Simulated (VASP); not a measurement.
# GdY2O2 (P-3m1) in VASP: further runs

The runs below take GdY2O2 through single point, with PBE.

Everything below comes from runs of VASP 6.6.1. Logs are shortened: lines on timing, memory, paths and dates and some standing lists are left out, and cuts for length are marked.

## (1) The cell of the first run

The structure is trigonal, space group P-3m1 (No. 164). The conventional cell has a = 3.488 Å, b = 3.488 Å, c = 8.649 Å, α = 90.00°, β = 90.00°, γ = 120.00°. Within 3.3 Å of Y (site symmetry 3m) lie 3 O at 2.49 Å. Within 3.2 Å of Gd (site symmetry -3m) lie 6 O at 2.42 Å. O (site symmetry 3m) has 3 Gd at 2.42 Å and 3 Y at 2.49 Å within 3.2 Å.

The cell was built from a structure type or drawn by symmetry, and may not be a known phase.

## (2) Single point, PBE, collinear spin, ferromagnetic start

INCAR

```
SYSTEM = GdY2O2
PREC     = Accurate       ! precision mode
ENCUT    = 520            ! plane-wave cutoff, eV
EDIFF    = 1E-6           ! SCF threshold, eV
ISMEAR   = 0              ! smearing method
SIGMA    = 0.1            ! smearing width, eV
LREAL    = .False.        ! projectors in reciprocal space
LASPH    = .True.         ! aspherical terms in the spheres
NELM     = 150            ! most SCF steps
ALGO     = Normal         ! electronic algorithm
ISIF     = 2              ! what is computed and relaxed
LWAVE    = .False.        ! write WAVECAR
LCHARG   = .False.        ! write CHGCAR
ISPIN    = 2              ! spin polarisation
MAGMOM   = 0 0 7 0 0      ! initial moments
LORBIT   = 11             ! projections on sites
LMAXMIX  = 6              ! l up to which the mixer works
GGA      = PE             ! functional
NBANDS   = 38             ! bands
```

KPOINTS

```
Automatic mesh
0
Gamma
  6 6 4
  0 0 0
```

POSCAR

```
GdY2O2
1.0
    3.4882510827      0.0000000025      0.0000000000
   -1.7441255435      3.0209140512      0.0000000000
    0.0000000000      0.0000000000      8.6488739014
Y Gd O
2 1 2
Direct
    0.3333333333      0.6666666667      0.6755822727
    0.6666666667      0.3333333333      0.3244177273
    0.0000000000      0.0000000000      0.0000000000
    0.3333333333      0.6666666667      0.1560688016
    0.6666666667      0.3333333333      0.8439311984
```

Potentials or basis: VASP PAW PBE potentials, release 64 (Y_sv, Gd, O).

Launch:

```bash
$ cat potpaw_PBE.64/Y_sv/POTCAR potpaw_PBE.64/Gd/POTCAR potpaw_PBE.64/O/POTCAR > POTCAR
$ mpirun -np 1 vasp_std > vasp.out
```

OUTCAR:

```text
SYSTEM = GdY2O2
   PREC = Accurate
   ENCUT = 520
   EDIFF = 1E-6
   ISMEAR = 0
   LREAL = .False.
   LASPH = .True.
   NELM = 150
   ISIF = 2
   ISPIN = 2
   LORBIT = 11
   GGA = PE

 ion  position               nearest neighbor table
   1  0.333  0.667  0.676-   5 2.49   5 2.49   5 2.49   3 3.45   3 3.45   3 3.45   2 3.64   2 3.64
                             2 3.64
   2  0.667  0.333  0.324-   4 2.49   4 2.49   4 2.49   3 3.45   3 3.45   3 3.45   1 3.64   1 3.64
                             1 3.64
   3  0.000  0.000  0.000-   4 2.42   5 2.42   5 2.42   4 2.42   5 2.42   4 2.42   1 3.45   2 3.45
                             1 3.45   2 3.45   2 3.45   1 3.45
   4  0.333  0.667  0.156-   3 2.42   3 2.42   3 2.42   2 2.49   2 2.49   2 2.49
   5  0.667  0.333  0.844-   3 2.42   3 2.42   3 2.42   1 2.49   1 2.49   1 2.49

  LATTYP: Found a hexagonal cell.
 ALAT       =     3.4882510827
 C/A-ratio  =     2.4794298622

  Lattice vectors:

 A1 = (   3.4882510827,   0.0000000025,   0.0000000000)
 A2 = (  -1.7441255435,   3.0209140512,   0.0000000000)
 A3 = (   0.0000000000,   0.0000000000,   8.6488739014)

Analysis of symmetry for initial positions (statically):
=====================================================================
 Subroutine PRICEL returns:
 Original cell was already a primitive cell.

 Routine SETGRP: Setting up the symmetry group for a
 hexagonal supercell.

 Subroutine GETGRP returns: Found 12 space group operations
 (whereof 12 operations were pure point group operations)
 out of a pool of 24 trial point group operations.

The static configuration has the point symmetry D_3d.

Analysis of symmetry for dynamics (positions and initial velocities):
=====================================================================
 Subroutine PRICEL returns:
 Original cell was already a primitive cell.

 Routine SETGRP: Setting up the symmetry group for a
 hexagonal supercell.

 Subroutine GETGRP returns: Found 12 space group operations
 (whereof 12 operations were pure point group operations)
 out of a pool of 24 trial point group operations.

The dynamic configuration has the point symmetry D_3d.

Analysis of structural, dynamic, and magnetic symmetry:
=====================================================================
 Subroutine PRICEL returns:
 Original cell was already a primitive cell.

 Routine SETGRP: Setting up the symmetry group for a
 hexagonal supercell.

 Subroutine GETGRP returns: Found 12 space group operations
 (whereof 12 operations were pure point group operations)
 out of a pool of 24 trial point group operations.

The overall configuration has the point symmetry D_3d.

 Subroutine INISYM returns: Found 12 space group operations
 (whereof 12 operations are pure point group operations),
 and found     1 'primitive' translations

----------------------------------------------------------------------------------------

                                     Primitive cell

  volume of cell :      91.1393

  direct lattice vectors                    reciprocal lattice vectors
     3.488251083  0.000000003  0.000000000     0.286676611  0.165512819  0.000000000
    -1.744125544  3.020914051  0.000000000    -0.000000000  0.331025637  0.000000000
     0.000000000  0.000000000  8.648873901     0.000000000  0.000000000  0.115621989

  length of vectors
     3.488251083  3.488251083  8.648873901     0.331025637  0.331025637  0.115621989

  position of ions in fractional coordinates (direct lattice)
     0.333333333  0.666666667  0.675582273
     0.666666667  0.333333333  0.324417727
     0.000000000  0.000000000  0.000000000
     0.333333333  0.666666667  0.156068802
     0.666666667  0.333333333  0.843931198

  ion indices of the primitive-cell ions
   primitive index   ion index
                 1           1
                 2           2
                 3           3
                 4           4
                 5           5

[... 27 lines left out ...]
            Coordinates               Weight
  0.000000  0.000000  0.000000      1.000000
  0.166667  0.000000  0.000000      6.000000
  0.333333  0.000000  0.000000      6.000000
  0.500000  0.000000  0.000000      3.000000
  0.166667  0.166667  0.000000      6.000000
  0.333333  0.166667  0.000000     12.000000
[... 16 lines left out ...]
  0.333333  0.166667  0.500000     12.000000
  0.333333  0.333333  0.500000      2.000000
   k-points           NKPTS =     24   k-points in BZ     NKDIM =     24   number of bands    NBANDS=     38
   number of dos      NEDOS =    301   number of ions     NIONS =      5
   total plane-waves  NPLWV =  50176
   dimension x,y,z NGX =    28 NGY =   28 NGZ =   64
   dimension x,y,z NGXF=    56 NGYF=   56 NGZF=  128
   ions per type =               2   1   2
   NGX,Y,Z   is equivalent  to a cutoff of  13.34, 13.34, 12.30 a.u.
   NGXF,Y,Z  is equivalent  to a cutoff of  26.69, 26.69, 24.60 a.u.
 SYSTEM =  GdY2O2
   PREC   = accura    normal or accurate (medium, high low for compatibility)
   ISTART =      0    job   : 0-new  1-cont  2-samecut
   ICHARG =      2    charge: 1-file 2-atom 10-const
   ISPIN  =      2    spin polarized calculation?
   LNONCOLLINEAR =      F non collinear calculations
   LSORBIT =      F    spin-orbit coupling
   LASPH  =      T    aspherical Exc in radial PAW
   ENCUT  =  520.0 eV  38.22 Ry    6.18 a.u.   6.49  6.49 16.08*2*pi/ulx,y,z
   NELM   =    150;   NELMIN=  2; NELMDL= -5     # of ELM steps
   EDIFF  = 0.1E-05   stopping-criterion for ELM
   LREAL  =      F    real-space projection
   EDIFFG = 0.1E-04   stopping-criterion for IOM
   NSW    =      0    number of steps for IOM
   IBRION =     -1    ionic relax: 0-MD 1-quasi-New 2-CG
   NFREE  =      0    steps in history (QN), initial steepest desc. (CG)
   ISIF   =      2    stress and relaxation
   ISYM   =      2    0-nonsym 1-usesym 2-fastsym
   POTIM  = 0.5000    time-step for ionic-motion
   TEBEG  =    0.0;   TEEND  =   0.0 temperature during run
   PSTRESS=    0.0 pullay stress
   NELECT =      52.0000    total number of electrons
   NUPDOWN=      -1.0000    fix difference up-down
   EMIN   =  10.00;   EMAX   =-10.00  energy-range for DOS
   EFERMI =   0.00;   METHOD = LEGACY
   ISMEAR =     0;   SIGMA  =   0.10  broadening in eV -4-tet -1-fermi 0-gaus
   EFERMI_NEDOS =   21; number of points for ismear=-14 and -15
   IALGO  =     38    algorithm
   IMIX   =      4    mixing-type and parameters
     AMIX     =   0.40;   BMIX     =  1.00
     AMIX_MAG =   1.60;   BMIX_MAG =  1.00
  volume/ion in A,a.u.               =      18.23       123.01
  Fermi-wavevector in a.u.,A,eV,Ry     =   1.357815  2.565899 25.084552  1.843663
  Thomas-Fermi vector in A             =   2.484702
   LORBIT       =     11    0 simple, 1 ext, 2 COOP (PROOUT), +10 PAW based schemes
   GGA     = PE    functional components
   LHFCALC =     F    Hartree Fock is set to
   AEXX    =    0.0000 exact exchange contribution
   IVDW    =     0    specifies the selected vdW correction
   LEPSILON=     F    determine dielectric tensor
   LRPA    =     F    only Hartree local field effects (RPA)
 spin polarized calculation
 Gauss-broadening in eV      SIGMA  =   0.10
  energy-cutoff  :      520.00
  volume of cell :       91.14
 maximum number of plane-waves:      2529
 NGX is ok and might be reduce to    28
   NGX = 13   NGY = 13   NGZ = 33

 number of electron      51.9999995 magnetization       6.2817201

 Free energy of the ion-electron system (eV)
  ---------------------------------------------------
  ext. energy  EPLUGINS =         0.00000000
  ---------------------------------------------------
  free energy    TOTEN  =       -45.58728730 eV

  energy without entropy =      -45.57488350  energy(sigma->0) =      -45.58108540

 E-fermi :   5.0343     XC(G=0): -10.7981

 val. band max:        5.0329511585   @ k =   0.1667   0.1667   0.5000
 cond. band min:       5.0532037631   @ k =   0.1667   0.1667   0.2500
 fundamental gap:      0.0202526046
 Fermi energy:         5.0343332031

 spin component 1

 k-point     1 :       0.0000    0.0000    0.0000
  band No.  band energies     occupation
      1     -40.1460      1.00000
      2     -37.7032      1.00000
      3     -37.6789      1.00000
      4     -18.6797      1.00000
      5     -18.1116      1.00000
      6     -17.4139      1.00000
[... 973 lines left out ...]
     37       9.1732      0.00000
     38      10.0898      0.00000
 Fermi energy:         5.0343332031

 spin component 2

 k-point     1 :       0.0000    0.0000    0.0000
  band No.  band energies     occupation
      1     -37.7907      1.00000
      2     -37.7613      1.00000
      3     -37.0980      1.00000
      4     -18.1962      1.00000
      5     -18.1932      1.00000
      6     -17.5213      1.00000
[... 973 lines left out ...]
     37       9.2826      0.00000
     38      10.2266      0.00000

------------------------ aborting loop because EDIFF is reached ----------------------------------------

  FORCE on cell =-STRESS in cart. coord.  units (eV):
  Direction    XX          YY          ZZ          XY          YZ          ZX
  --------------------------------------------------------------------------------------
  -------------------------------------------------------------------------------------
  Total       -0.0501669     -0.0501669      0.0595449     -0.0000000     -0.0000000      0.0000000
  in kB       -0.8819063     -0.8819063      1.0467654     -0.0000000     -0.0000000      0.0000000
  external PRESSURE =      -0.2390157 kB  Pullay stress =       0.0000000 kB

 VOLUME and BASIS-vectors are now :
 -----------------------------------------------------------------------------
  energy-cutoff  :      520.00
  volume of cell :       91.14
      direct lattice vectors                 reciprocal lattice vectors
     3.488251083  0.000000003  0.000000000     0.286676611  0.165512819  0.000000000
    -1.744125544  3.020914051  0.000000000    -0.000000000  0.331025637  0.000000000
     0.000000000  0.000000000  8.648873901     0.000000000  0.000000000  0.115621989

 POSITION                                       TOTAL-FORCE (eV/Angst)
 -----------------------------------------------------------------------------------
     -0.00000      2.01394      5.84303        -0.000000      0.000000     -0.031382
      1.74413      1.00697      2.80585        -0.000000     -0.000000      0.031382
      0.00000      0.00000      0.00000        -0.000000     -0.000000      0.000000
     -0.00000      2.01394      1.34982         0.000000     -0.000000     -0.000138
      1.74413      1.00697      7.29905        -0.000000      0.000000      0.000138
 -----------------------------------------------------------------------------------
    total drift:                               -0.000000      0.000000      0.000000

  FREE ENERGIE OF THE ION-ELECTRON SYSTEM (eV)
  ---------------------------------------------------
  free  energy   TOTEN  =       -45.5872872973 eV

  energy  without entropy=      -45.5748835025  energy(sigma->0) =      -45.58108540

 total charge

# of ion       s       p       d       f       tot
--------------------------------------------------
    1        2.215   6.309   1.020   0.038   9.582
    2        2.215   6.309   1.020   0.038   9.582
    3        2.019   5.629   0.571   7.105  15.325
    4        1.558   3.421   0.000   0.000   4.979
    5        1.558   3.421   0.000   0.000   4.979
--------------------------------------------------
tot          9.566  25.089   2.611   7.180  44.447

 magnetization (x)

# of ion       s       p       d       f       tot
--------------------------------------------------
    1       -0.008  -0.029  -0.157  -0.001  -0.196
    2       -0.008  -0.029  -0.157  -0.001  -0.196
    3       -0.007  -0.080   0.073   6.699   6.685
    4       -0.001  -0.015   0.000   0.000  -0.017
    5       -0.001  -0.015   0.000   0.000  -0.017
--------------------------------------------------
tot         -0.025  -0.168  -0.242   6.697   6.261
```

Wall time 23 min (1 thread of Intel Xeon 8259CL, shared host); peak memory 0.37 GiB.

What came out:

```yaml
Free_energy: -45.5873 eV
Pressure: 0.0 GPa
Largest_force: 0.031 eV/Å
Net_moment: 6.28 μB per cell
Site_moments: Y -0.20; Gd +6.68; O -0.02 μB
Valence_electrons_inside_the_program's_atomic_spheres: Y 9.58; Gd 15.32; O 4.98
```

Forces on the atoms (eV/Å):
```
Y    0.000  0.000 -0.031
Y    0.000  0.000  0.031
Gd   0.000  0.000  0.000
O    0.000  0.000  0.000
O    0.000  0.000  0.000
```

Caveat: spin-orbit coupling is left out, which moves the levels of the heavy elements; a cell with one magnetic atom can't hold antiferromagnetic order, which such compounds often take; semilocal functionals describe open f shells poorly, which spoils levels, moments and volumes. With open d or f shells a metallic result of PBE can be an artefact of self-interaction; +U or a hybrid may open a gap.

## (3) Single point, PBE, collinear spin, ferromagnetic start

This run uses another cell than the first one, of 18.90 Å³/atom.

INCAR

```
  PREC = Accurate
  ENCUT = 520
  EDIFF = 1E-7
  ISMEAR = 0
  SIGMA = 0.1
  LREAL = False
  LASPH = True
  NELM = 150
  ALGO = Normal
  ISIF = 2
  LWAVE = False
  LCHARG = False
  ISPIN = 2
  MAGMOM = 0 0 7 0 0
  LORBIT = 11
  LMAXMIX = 6
  GGA = PE
  NBANDS = 38
```

KPOINTS

```
Automatic mesh
0
Gamma
  6 6 4
```

POSCAR

```
GdY2O2
1.0
    4.0585507500      0.0000000000      0.0000000000
   -2.0292753800      3.5148080500      0.0000000000
    0.0000000000      0.0000000000      6.6259536100
Y Gd O
2 1 2
Direct
    0.3333333300      0.6666666700      0.6332541100
    0.6666666700      0.3333333300      0.3667458900
    0.0000000000      0.0000000000      0.0000000000
    0.3333333300      0.6666666700      0.2376598300
    0.6666666700      0.3333333300      0.7623401700
```

Potentials or basis: VASP PAW PBE potentials, release 64 (Y_sv, Gd, O).

Launch:

```bash
$ cat potpaw_PBE.64/Y_sv/POTCAR potpaw_PBE.64/Gd/POTCAR potpaw_PBE.64/O/POTCAR > POTCAR
$ mpirun -np 1 vasp_std > vasp.out
```

Run time: 23 min. Hardware: 1 thread of Intel Xeon 8259CL, shared host; peak memory 0.36 GiB.

Results (log left out):

| Item | Value |
| --- | --- |
| Free energy | -41.8552 eV |
| Pressure | -4.7 GPa |
| Largest force | 1.995 eV/Å |
| Net moment | 8.99 μB per cell |
| Site moments | Y +0.51; Gd +6.99; O +0.00 μB |
| Valence electrons inside the program's atomic spheres | Y 9.78; Gd 15.24; O 4.90 |

Forces in eV/Å, atoms in the order of the input:
```
Y    0.000  0.000  1.995
Y    0.000  0.000 -1.995
Gd   0.000  0.000  0.000
O    0.000  0.000  0.368
O    0.000  0.000 -0.368
```

Stress tensor (GPa, compression positive):
```
-7.29  0.00  0.00
 0.00 -7.29  0.00
 0.00  0.00  0.58
```

Levels at points of the mesh, in eV from the Fermi level:
Spin up:
```csv
k point,band 28,band 29,band 30,band 31,band 32,band 33,band 34,band 35
"(0.00, 0.00, 0.00)",-2.76,-1.10,-1.10,-0.28,1.79,1.97,1.97,2.19
"(0.50, 0.00, 0.00)",-1.91,-0.72,0.11,0.23,0.72,1.46,1.54,2.29
"(0.00, 0.00, 0.50)",-1.03,-0.76,-0.07,-0.07,0.19,0.19,0.36,1.73
"(0.50, 0.00, 0.50)",-1.15,-0.98,-0.26,0.69,0.85,1.52,1.87,2.48
```
Spin down:
```tsv
k point	band 17	band 18	band 19	band 20	band 21	band 22	band 23	band 24	band 25	band 26
(0.00, 0.00, 0.00)	-5.11	-5.09	-5.09	-5.01	-2.00	-0.10	-0.10	0.11	0.27	0.27
(0.50, 0.00, 0.00)	-4.98	-4.93	-4.59	-4.52	-1.19	0.14	0.18	0.22	0.25	0.27
(0.00, 0.00, 0.50)	-5.41	-4.89	-4.76	-4.76	-0.74	0.03	0.03	0.16	0.19	0.33
(0.50, 0.00, 0.50)	-4.89	-4.76	-4.75	-4.71	-0.86	0.10	0.24	0.26	0.29	0.30
```

Caveat: the cell stands under tension; spin-orbit coupling is left out, which moves the levels of the heavy elements; a cell with one magnetic atom can't hold antiferromagnetic order, which such compounds often take; semilocal functionals describe open f shells poorly, which spoils levels, moments and volumes; forces of over 1 eV/Å act on the atoms, so gaps and moduli don't describe the material at rest. The state reached can hang on the start; a lower one may exist.
